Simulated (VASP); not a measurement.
Write the native input for VASP 6.6.1 that does the following.

```yaml
Task: single point
Functional: PBE
Potentials_or_basis: VASP PAW PBE potentials, release 64 (Al, Ru_sv)
Cutoff: 560 eV
k_mesh: 6 × 6 × 4
Occupations: gaussian, width 0.1 eV
Spin: no spin polarisation
Dipole_correction: no
Further_INCAR_settings: ALGO = Normal; EDIFF = 1e-06; NBANDS = 20
```

The structure of Al3Ru lies in POSCAR:

```
Al3Ru
1.0
    3.4820620100      0.0000000000      0.0000000000
   -1.7410310000      3.0155541600      0.0000000000
    0.0000000000      0.0000000000      6.3409613500
Al Ru
3 1
Direct
    0.0000000000      0.0000000000      0.2579953400
    0.0000000000      0.0000000000      0.7420046600
    0.0000000000      0.0000000000      0.5000000000
    0.0000000000      0.0000000000      0.0000000000
```

The cell was generated, and may not be a known phase.

The input as run:

INCAR

```
SYSTEM = Al3Ru
PREC = Accurate
ENCUT = 560
EDIFF = 1E-6
ISMEAR = 0
SIGMA = 0.1
LREAL = .False.
LASPH = .True.
NELM = 120
ALGO = Normal
ISIF = 2
LWAVE = .False.
LCHARG = .True.
GGA = PE
LELF = .True.
LVHAR = .True.
NBANDS = 20
GGA_COMPAT = .False.
```

KPOINTS

```
Automatic mesh
0
Gamma
  6 6 4
  0 0 0
```

Potentials or basis: VASP PAW PBE potentials, release 64 (Al, Ru_sv).

The run is started by

```console
$ cat potpaw_PBE.64/Al/POTCAR potpaw_PBE.64/Ru_sv/POTCAR > POTCAR
$ mpirun -np 1 vasp_std > vasp.out
```

Results of the run:

The pressure is 147.5 GPa. The largest force is 2.959 eV/Å and the band gap on the k mesh is zero (an odd number of electrons rules out a gap without spin polarisation).

Caveat: atoms lie so close that the PAW spheres overlap strongly, which falsifies energies and pressures; the stress differs along the axes, from -17 to 477 GPa; forces of over 1 eV/Å act on the atoms, so gaps and moduli don't describe the material at rest.

Wall time 18 s on 1 thread of Intel(R) Xeon(R) Platinum 8559C (Emerald Rapids) (shared host), peak memory 0.2 GiB.
